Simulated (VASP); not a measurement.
MnS: single point with PBE+U

MnS:

```
Mn S
1.0
     0.00000    2.61180    2.61180
     2.61180    0.00000    2.61180
     2.61180    2.61180    0.00000
Mn S
1 1
Direct
  0.00000 0.00000 0.00000
  0.50000 0.50000 0.50000
```

| Property | Result |
| --- | --- |
| Program | VASP 6.6.1 |
| Task | single point |
| Functional | PBE |
| Potentials or basis | VASP PAW PBE potentials, release 64 (Mn_pv, S) |
| Cutoff | 520 eV |
| k mesh | 7 × 7 × 7 |
| Occupations | fermi-dirac, width 0.05 eV |
| Spin | collinear spin, ferromagnetic start |
| Starting moments | [0.45, 0.0] μB |
| Hubbard terms | Mn d U = 3.9 eV |
| Dipole correction | no |
| Further INCAR settings | ALGO = Normal; EDIFF = 1e-06; NBANDS = 20 |

```json
{"Pressure": "3.4 GPa", "Band gap on the k mesh": "0.70 eV (least direct gap 2.64 eV)", "Net moment": "5.00 μB per cell", "Site moments": "Mn +4.59; S +0.09 μB", "Valence electrons inside the program's atomic spheres": "Mn 11.28; S 3.78"}
```

Levels at points of the mesh, in eV from the valence-band top:
Spin up:
```csv
k point,band 10,band 11,band 12,band 13,band 14,band 15
"(0.00, 0.00, 0.00)",-1.37,-1.37,-1.37,2.01,8.60,8.60
```
Spin down:
| k point | band 3 | band 4 | band 5 | band 6 | band 7 | band 8 | band 9 | band 10 | band 11 | band 12 |
| --- | --- | --- | --- | --- | --- | --- | --- | --- | --- | --- |
| (0.00, 0.00, 0.00) | -45.75 | -13.77 | -1.18 | -1.18 | -1.18 | 2.11 | 2.11 | 2.11 | 2.12 | 2.12 |

Eigenvalues of the final occupation matrices:
| site | spin | trace | eigenvalues |
| --- | --- | --- | --- |
| site 1 d | 1 | 4.71 | 0.93 0.93 0.93 0.96 0.96 |
| site 1 d | 2 | 0.20 | 0.01 0.01 0.01 0.08 0.08 |

It took 34 s on 1 thread of AMD EPYC 7R13, with other jobs on the host, peak memory 0.15 GiB.

Caveat: the cell stands under pressure; semilocal functionals underestimate gaps, and a narrow one can read as zero; an odd mesh through Γ misses points on the zone boundary, where band edges can lie; a cell with one magnetic atom can't hold antiferromagnetic order, which such compounds often take. The state reached can hang on the start; a lower one may exist.
